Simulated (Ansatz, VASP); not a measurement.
**MgO in VASP and in Ansatz**

Contents of INCAR:

```
SYSTEM = MgO
ALGO = Normal
EDIFF = 1E-6
ENCUT = 520
GGA = PS
ISIF = 2
ISMEAR = 0
LASPH = .True.
LCHARG = .False.
LREAL = .False.
LWAVE = .False.
NBANDS = 11
NELM = 100
PREC = Accurate
SIGMA = 0.05
```

File KPOINTS:

```
k-points
0
Gamma
  10 10 10
  0 0 0
```

The input POSCAR:

```
MgO
1.0
    0.0000000000      2.2651386492      2.1071057202
    2.1071057202      0.0000000000      2.1071057202
    2.1071057202      2.2651386492      0.0000000000
Mg O
1 1
Direct
    0.0000000000      0.0000000000      0.0000000000
    0.5000000000      0.5000000000      0.5000000000
```

Input for Ansatz:

```yaml
crystal:
  lattice:
    - [0.0, 2.2651386492, 2.1071057202]
    - [2.1071057202, 0.0, 2.1071057202]
    - [2.1071057202, 2.2651386492, 0.0]
  atoms:
    - { symbol: Mg, position: [0.0, 0.0, 0.0] }
    - { symbol: O, position: [0.5, 0.5, 0.5] }
basis:
  ecutwfc: 420
kpoints:
  mp_grid: { grid: [10, 10, 10] }
hamiltonian:
  xc: pbesol
scf:
  occupations: { method: gaussian, width: 0.05 }
output:
  forces: true
  stress: true
  eigenvalues: true
```

Change from the starting cell: strain +0.0750 x Voigt [0, 1, 0, 0, 0, 0], atoms carried along.

Alike in both runs: task single point; functional PBEsol; k mesh 10 × 10 × 10; occupations gaussian, width 0.05 eV; no spin polarisation.

|  | VASP | Ansatz |
| --- | --- | --- |
| version | VASP 6.6.1 | Ansatz 0.2.0 |
| potentials or method | VASP PAW PBE potentials, release 64 (Mg, O), cutoff 520 eV | scalar-relativistic, plane waves, PAW |
| valence electrons in the cell | 8 | 16 |

VASP gave:

* gap on the k mesh at the Fermi level (eV): 3.85
* least direct gap on the mesh (eV): 3.85
* pressure (GPa): -9.1
* traceless stress, the component that is largest in VASP (GPa): -5.40

Problem. Estimate Ansatz's values.

Solution. gap on the k mesh at the Fermi level (eV): 3.85; least direct gap on the mesh (eV): 3.85; pressure (GPa): -8.5; traceless stress, the component that is largest in VASP (GPa): -5.41.

VASP's potentials were made for PBE, not for PBEsol. With one functional, cell and mesh, what is left measures potentials, basis and numerics. VASP's potentials hold 8 valence electrons a cell and Ansatz's 16, so a difference there can come from the potentials and not from the codes.
